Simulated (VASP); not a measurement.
A run of VASP 6.6.1 is set up as follows.

INCAR

```
PREC = Accurate
ENCUT = 520
EDIFF = 1E-6
ISMEAR = -1
SIGMA = 0.08
LREAL = F
LASPH = T
NELM = 100
ALGO = Normal
ISIF = 2
LWAVE = F
LCHARG = F
GGA = PE
NBANDS = 11
```

Contents of KPOINTS:

```
regular mesh
0
Gamma
  11 11 11
```

POSCAR

```
Ca
1.0
    3.5680914670      0.0000000000      0.0000000000
    0.0000000000      3.5680914670      0.0000000000
    0.0000000000      0.0000000000      3.5680914670
Ca
1
Direct
    0.0000000000      0.0000000000      0.0000000000
```

Potentials or basis: VASP PAW PBE potentials, release 64 (Ca_sv).

Command:

```sh
$ cat potpaw_PBE.64/Ca_sv/POTCAR > POTCAR
$ mpirun -np 1 vasp_std > vasp.out
```

Problem. Estimate the pressure.

Solution. -0.4 GPa.

Problem. Estimate the band gap on the k mesh.

Solution. Zero (bands 5 and 6 overlap by 0.95 eV).
